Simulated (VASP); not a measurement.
# In in VASP: notebook

The runs below take In through single point, with PBE.

All numbers are computed with VASP 6.6.1; they aren't measurements. Logs are shortened: lines on timing, memory, paths and dates and some standing lists are left out, and cuts for length are marked.

## (1) The cell of the first run

It takes space group P6_3/mmc (No. 194, hexagonal). The conventional cell has a = 3.364 Å, b = 3.364 Å, c = 10.800 Å, α = 90.00°, β = 90.00°, γ = 120.00°. Within 4.4 Å of In (site symmetry -6m2) lie 12 In at 3.33 to 3.36 Å. Within 4.4 Å of In (site symmetry -3m) lie 12 In at 3.33 to 3.36 Å.

This isn't the form of In at room conditions, which is tetragonal.

## (2) Single point, PBE

Input file INCAR:

```
SYSTEM = In
ALGO = Normal
EDIFF = 1E-7
ENCUT = 520
GGA = PE
ISIF = 2
ISMEAR = -1
LASPH = .TRUE.
LCHARG = .TRUE.
LELF = .TRUE.
LREAL = .FALSE.
LVHAR = .TRUE.
LWAVE = .FALSE.
NBANDS = 34
NELM = 80
PREC = Accurate
SIGMA = 0.05
```

Input file KPOINTS:

```
k-points
0
G
  9 9 3
  0 0 0
```

Input file POSCAR:

```
In
1.0
    3.3638438630      0.0000000000      0.0000000000
   -1.6819219315      2.9131742397      0.0000000000
    0.0000000000      0.0000000000     10.7997083600
In
4
Direct
    0.6666666667      0.3333333333      0.7500000000
    0.0000000000      0.0000000000      0.5000000000
    0.3333333333      0.6666666667      0.2500000000
    0.0000000000      0.0000000000      0.0000000000
```

Potentials or basis: VASP PAW PBE potentials, release 64 (In_d).

Run with:

```console
$ cat potpaw_PBE.64/In_d/POTCAR > POTCAR
$ mpirun -np 1 vasp_std > vasp.out
```

OUTCAR:

```text
SYSTEM = In
   EDIFF = 1E-7
   ENCUT = 520
   GGA = PE
   ISIF = 2
   ISMEAR = -1
   LASPH = .TRUE.
   LREAL = .FALSE.
   NELM = 80
   PREC = Accurate

 ion  position               nearest neighbor table
   1  0.667  0.333  0.750-   2 3.33   4 3.33   2 3.33   4 3.33   2 3.33   4 3.33
   2  0.000  0.000  0.500-   1 3.33   3 3.33   3 3.33   1 3.33   1 3.33   3 3.33
   3  0.333  0.667  0.250-   2 3.33   4 3.33   2 3.33   4 3.33   2 3.33   4 3.33
   4  0.000  0.000  0.000-   1 3.33   3 3.33   3 3.33   1 3.33   1 3.33   3 3.33

  LATTYP: Found a hexagonal cell.
 ALAT       =     3.3638438630
 C/A-ratio  =     3.2105260529

  Lattice vectors:

 A1 = (   3.3638438630,   0.0000000000,   0.0000000000)
 A2 = (  -1.6819219315,   2.9131742397,   0.0000000000)
 A3 = (   0.0000000000,   0.0000000000,  10.7997083600)

Analysis of symmetry for initial positions (statically):
=====================================================================
 Subroutine PRICEL returns:
 Original cell was already a primitive cell.

 Routine SETGRP: Setting up the symmetry group for a
 hexagonal supercell.

 Subroutine GETGRP returns: Found 24 space group operations
 (whereof 12 operations were pure point group operations)
 out of a pool of 24 trial point group operations.

The static configuration has the point symmetry D_3d.
 The point group associated with its full space group is D_6h.

Analysis of symmetry for dynamics (positions and initial velocities):
=====================================================================
 Subroutine PRICEL returns:
 Original cell was already a primitive cell.

 Routine SETGRP: Setting up the symmetry group for a
 hexagonal supercell.

 Subroutine GETGRP returns: Found 24 space group operations
 (whereof 12 operations were pure point group operations)
 out of a pool of 24 trial point group operations.

The dynamic configuration has the point symmetry D_3d.
 The point group associated with its full space group is D_6h.

 Subroutine INISYM returns: Found 24 space group operations
 (whereof 12 operations are pure point group operations),
 and found     1 'primitive' translations

----------------------------------------------------------------------------------------

                                     Primitive cell

  volume of cell :     105.8313

  direct lattice vectors                    reciprocal lattice vectors
     3.363843863  0.000000000  0.000000000     0.297278958  0.171634087  0.000000000
    -1.681921932  2.913174240  0.000000000     0.000000000  0.343268173  0.000000000
     0.000000000  0.000000000 10.799708360     0.000000000  0.000000000  0.092595093

  length of vectors
     3.363843863  3.363843863 10.799708360     0.343268173  0.343268173  0.092595093

  position of ions in fractional coordinates (direct lattice)
     0.666666667  0.333333333  0.750000000
     0.000000000  0.000000000  0.500000000
     0.333333333  0.666666667  0.250000000
     0.000000000  0.000000000  0.000000000

  ion indices of the primitive-cell ions
   primitive index   ion index
                 1           1
                 2           2
                 3           3
                 4           4

----------------------------------------------------------------------------------------

 KPOINTS: k-points

Automatic generation of k-mesh.
 Grid dimensions read from file:
 generate k-points for:    9    9    3

 Generating k-lattice:

  Cartesian coordinates                     Fractional coordinates (reciprocal lattice)
     0.033030995  0.019070454  0.000000000     0.111111111  0.000000000  0.000000000
     0.000000000  0.038140908  0.000000000     0.000000000  0.111111111  0.000000000
     0.000000000  0.000000000  0.030865031     0.000000000  0.000000000  0.333333333

  Length of vectors
     0.038140908  0.038140908  0.030865031

  Shift w.r.t. Gamma in fractional coordinates (k-lattice)
     0.000000000  0.000000000  0.000000000

 Subroutine IBZKPT returns following result:
 ===========================================

 Found     24 irreducible k-points:

 Following reciprocal coordinates:
            Coordinates               Weight
  0.000000  0.000000  0.000000      1.000000
  0.111111  0.000000  0.000000      6.000000
  0.222222  0.000000  0.000000      6.000000
  0.333333  0.000000  0.000000      6.000000
  0.444444  0.000000  0.000000      6.000000
  0.111111  0.111111  0.000000      6.000000
[... 16 lines left out ...]
  0.333333  0.222222  0.333333     24.000000
  0.333333  0.333333  0.333333      4.000000
   k-points           NKPTS =     24   k-points in BZ     NKDIM =     24   number of bands    NBANDS=     34
   number of dos      NEDOS =    301   number of ions     NIONS =      4
   total plane-waves  NPLWV =  62720
   dimension x,y,z NGX =    28 NGY =   28 NGZ =   80
   dimension x,y,z NGXF=    56 NGYF=   56 NGZF=  160
   ions per type =               4
   NGX,Y,Z   is equivalent  to a cutoff of  13.84, 13.84, 12.31 a.u.
   NGXF,Y,Z  is equivalent  to a cutoff of  27.68, 27.68, 24.63 a.u.
 SYSTEM =  In
   PREC   = accura    normal or accurate (medium, high low for compatibility)
   ISTART =      0    job   : 0-new  1-cont  2-samecut
   ICHARG =      2    charge: 1-file 2-atom 10-const
   ISPIN  =      1    spin polarized calculation?
   LNONCOLLINEAR =      F non collinear calculations
   LSORBIT =      F    spin-orbit coupling
   LASPH  =      T    aspherical Exc in radial PAW
   ENCUT  =  520.0 eV  38.22 Ry    6.18 a.u.   6.25  6.25 20.08*2*pi/ulx,y,z
   NELM   =     80;   NELMIN=  2; NELMDL= -5     # of ELM steps
   EDIFF  = 0.1E-06   stopping-criterion for ELM
   LREAL  =      F    real-space projection
   EDIFFG = 0.1E-05   stopping-criterion for IOM
   NSW    =      0    number of steps for IOM
   IBRION =     -1    ionic relax: 0-MD 1-quasi-New 2-CG
   NFREE  =      0    steps in history (QN), initial steepest desc. (CG)
   ISIF   =      2    stress and relaxation
   ISYM   =      2    0-nonsym 1-usesym 2-fastsym
   POTIM  = 0.5000    time-step for ionic-motion
   TEBEG  =    0.0;   TEEND  =   0.0 temperature during run
   PSTRESS=    0.0 pullay stress
   NELECT =      52.0000    total number of electrons
   NUPDOWN=      -1.0000    fix difference up-down
   EMIN   =  10.00;   EMAX   =-10.00  energy-range for DOS
   EFERMI =   0.00;   METHOD = LEGACY
   ISMEAR =    -1;   SIGMA  =   0.05  broadening in eV -4-tet -1-fermi 0-gaus
   EFERMI_NEDOS =   21; number of points for ismear=-14 and -15
   IALGO  =     38    algorithm
   IMIX   =      4    mixing-type and parameters
     AMIX     =   0.40;   BMIX     =  1.00
     AMIX_MAG =   1.60;   BMIX_MAG =  1.00
  volume/ion in A,a.u.               =      26.46       178.55
  Fermi-wavevector in a.u.,A,eV,Ry     =   1.291827  2.441200 22.705649  1.668818
  Thomas-Fermi vector in A             =   2.423573
   LORBIT       =      0    0 simple, 1 ext, 2 COOP (PROOUT), +10 PAW based schemes
   GGA     = PE    functional components
   LHFCALC =     F    Hartree Fock is set to
   AEXX    =    0.0000 exact exchange contribution
   IVDW    =     0    specifies the selected vdW correction
   LEPSILON=     F    determine dielectric tensor
   LRPA    =     F    only Hartree local field effects (RPA)
 non-spin polarized calculation
  energy-cutoff  :      520.00
  volume of cell :      105.83
 maximum number of plane-waves:      2878
 NGX is ok and might be reduce to    28
   NGX = 13   NGY = 13   NGZ = 41

 number of electron      51.9999995 magnetization

 Free energy of the ion-electron system (eV)
  ---------------------------------------------------
  ext. energy  EPLUGINS =         0.00000000
  ---------------------------------------------------
  free energy    TOTEN  =       -10.19902112 eV

  energy without entropy =      -10.17576853  energy(sigma->0) =      -10.18739482

 E-fermi :   7.3896     XC(G=0): -10.2002

 val. band max:        7.3667523219   @ k =   0.2222   0.2222   0.0000
 cond. band min:       7.4095188689   @ k =   0.3333   0.2222   0.3333
 fundamental gap:      0.0427665470
 Fermi energy:         7.3896475165

 k-point     1 :       0.0000    0.0000    0.0000
  band No.  band energies     occupation
      1      -7.2907      2.00000
      2      -7.2541      2.00000
      3      -7.2390      2.00000
      4      -7.2390      2.00000
      5      -7.2281      2.00000
      6      -7.2168      2.00000
[... 26 lines left out ...]
     33      16.4783      0.00000
     34      17.5211      0.00000

 k-point     2 :       0.1111    0.0000    0.0000
  band No.  band energies     occupation
      1      -7.2807      2.00000
      2      -7.2567      2.00000
      3      -7.2489      2.00000
      4      -7.2339      2.00000
      5      -7.2212      2.00000
      6      -7.2155      2.00000
[... 26 lines left out ...]
     33      15.6997      0.00000
     34      16.2528      0.00000

 k-point     3 :       0.2222    0.0000    0.0000
  band No.  band energies     occupation
      1      -7.3233      2.00000
      2      -7.2875      2.00000
      3      -7.2731      2.00000
      4      -7.2300      2.00000
      5      -7.2175      2.00000
      6      -7.1892      2.00000
[... 26 lines left out ...]
     33      14.4335      0.00000
     34      14.4570      0.00000
[... 704 lines left out ...]
 k-point    23 :       0.3333    0.2222    0.3333
  band No.  band energies     occupation
      1      -7.3272      2.00000
      2      -7.3211      2.00000
      3      -7.2658      2.00000
      4      -7.2532      2.00000
      5      -7.2263      2.00000
      6      -7.2180      2.00000
[... 26 lines left out ...]
     33      10.8254      0.00000
     34      12.0287      0.00000

 k-point    24 :       0.3333    0.3333    0.3333
  band No.  band energies     occupation
      1      -7.3221      2.00000
      2      -7.3221      2.00000
      3      -7.2615      2.00000
      4      -7.2206      2.00000
      5      -7.1973      2.00000
      6      -7.1973      2.00000
[... 26 lines left out ...]
     33      11.7118      0.00000
     34      12.3310      0.00000

------------------------ aborting loop because EDIFF is reached ----------------------------------------

  FORCE on cell =-STRESS in cart. coord.  units (eV):
  Direction    XX          YY          ZZ          XY          YZ          ZX
  --------------------------------------------------------------------------------------
  -------------------------------------------------------------------------------------
  Total        0.8779045      0.8779045      1.3452477      0.0000000      0.0000000      0.0000000
  in kB       13.2905675     13.2905675     20.3656623      0.0000000      0.0000000      0.0000000
  external PRESSURE =      15.6489324 kB  Pullay stress =       0.0000000 kB

 VOLUME and BASIS-vectors are now :
 -----------------------------------------------------------------------------
  energy-cutoff  :      520.00
  volume of cell :      105.83
      direct lattice vectors                 reciprocal lattice vectors
     3.363843863  0.000000000  0.000000000     0.297278958  0.171634087  0.000000000
    -1.681921932  2.913174240  0.000000000     0.000000000  0.343268173  0.000000000
     0.000000000  0.000000000 10.799708360     0.000000000  0.000000000  0.092595093

 POSITION                                       TOTAL-FORCE (eV/Angst)
 -----------------------------------------------------------------------------------
      1.68192      0.97106      8.09978        -0.000000      0.000000      0.000000
      0.00000      0.00000      5.39985         0.000000      0.000000      0.000000
     -0.00000      1.94212      2.69993         0.000000     -0.000000     -0.000000
      0.00000      0.00000      0.00000         0.000000      0.000000      0.000000
 -----------------------------------------------------------------------------------
    total drift:                                0.000000     -0.000000      0.000000

  FREE ENERGIE OF THE ION-ELECTRON SYSTEM (eV)
  ---------------------------------------------------
  free  energy   TOTEN  =       -10.1990211158 eV

  energy  without entropy=      -10.1757685259  energy(sigma->0) =      -10.18739482
```

Wall time 1.9 min (1 thread of Intel Xeon 8259CL, shared host); peak memory 0.26 GiB.

Results:

| Property | Result |
| --- | --- |
| Free energy | -10.1990 eV |
| Pressure | 1.6 GPa |
| Band gap on the k mesh | zero (bands 26 and 27 overlap by 4.81 eV) |

Stress tensor (GPa, compression positive):
```
1.33 0.00 0.00
0.00 1.33 0.00
0.00 0.00 2.04
```

Caveat: spin-orbit coupling is left out, which moves the levels of the heavy elements.

## (3) Single point, PBE

This run uses another cell than the first one, of 26.99 Å³/atom.

Input file INCAR:

```
SYSTEM = In
ALGO = Fast ; EDIFF = 1E-6
ENCUT = 520 ; GGA = PE
ISIF = 2 ; ISMEAR = -1
LASPH = .TRUE. ; LCHARG = .FALSE.
LREAL = .FALSE. ; LWAVE = .FALSE.
NBANDS = 34 ; NELM = 100
PREC = Accurate ; SIGMA = 0.05
```

KPOINTS is that of step 2.

Input file POSCAR:

```
In
1.0
    3.3861216239      0.0000000000      0.0000000000
   -1.6930608120      2.9324673466      0.0000000000
    0.0000000000      0.0000000000     10.8712316918
In
4
Direct
    0.6666666667      0.3333333333      0.7500000000
    0.0000000000      0.0000000000      0.5000000000
    0.3333333333      0.6666666667      0.2500000000
    0.0000000000      0.0000000000      0.0000000000
```

Potentials or basis: VASP PAW PBE potentials, release 64 (In_d).

Run with:

```console
$ cat potpaw_PBE.64/In_d/POTCAR > POTCAR
$ mpirun -np 1 vasp_std > vasp.out
```

Run time: 2.9 min. Hardware: 1 thread of Intel Xeon 8259CL, shared host; peak memory 0.27 GiB.

It converged, with:

| Quantity | Value |
| --- | --- |
| Free energy | -10.2153 eV |
| Pressure | 0.8 GPa |
| Band gap on the k mesh | zero (bands 26 and 27 overlap by 4.70 eV) |

Stress tensor (GPa, compression positive):
```
0.55 0.00 0.00
0.00 0.55 0.00
0.00 0.00 1.21
```

Levels at points of the mesh, in eV from the Fermi level:
```csv
k point,band 22,band 23,band 24,band 25,band 26,band 27,band 28,band 29,band 30,band 31
"(0.00, 0.00, 0.00)",-7.95,-7.93,-4.11,-3.18,3.31,3.32,7.95,7.95,8.80,8.80
```

Caveat: spin-orbit coupling is left out, which moves the levels of the heavy elements.

## (4) Single point, PBE

This run uses another cell than the first one, of 27.52 Å³/atom.

Input file INCAR:

```
ALGO = Normal
EDIFF = 1E-7
ENCUT = 520
GGA = PE
ISIF = 2
ISMEAR = -1
LASPH = T
LCHARG = F
LREAL = F
LWAVE = F
NBANDS = 34
NELM = 100
PREC = Accurate
SIGMA = 0.05
```

Input file KPOINTS:

```
k-points
0
Gamma
  9 9 3
```

Input file POSCAR:

```
In
1.0
    3.4081100428      0.0000000000      0.0000000000
   -1.7040550214      2.9515098759      0.0000000000
    0.0000000000      0.0000000000     10.9418260834
In
4
Direct
    0.6666666667      0.3333333333      0.7500000000
    0.0000000000      0.0000000000      0.5000000000
    0.3333333333      0.6666666667      0.2500000000
    0.0000000000      0.0000000000      0.0000000000
```

Run with:

```console
$ cat potpaw_PBE.64/In_d/POTCAR > POTCAR
$ mpirun -np 1 vasp_std > vasp.out
```

Wall time 2.2 min (1 thread of Intel Xeon 8259CL, shared host); peak memory 0.27 GiB.

It converged, with:

| Property | Result |
| --- | --- |
| Free energy | -10.2214 eV |
| Pressure | 0.0 GPa |
| Band gap on the k mesh | zero (bands 26 and 27 overlap by 4.60 eV) |

Stress tensor (GPa, compression positive):
```
-0.16  0.00  0.00
 0.00 -0.16  0.00
 0.00  0.00  0.44
```

Levels at points of the mesh, in eV from the Fermi level:
| k point | band 21 | band 22 | band 23 | band 24 | band 25 | band 26 | band 27 | band 28 | band 29 | band 30 |
| --- | --- | --- | --- | --- | --- | --- | --- | --- | --- | --- |
| (0.00, 0.00, 0.00) | -9.19 | -7.84 | -7.82 | -4.11 | -3.09 | 3.26 | 3.27 | 7.83 | 7.83 | 8.66 |

Caveat: spin-orbit coupling is left out, which moves the levels of the heavy elements.

[end of part 1 of 2]
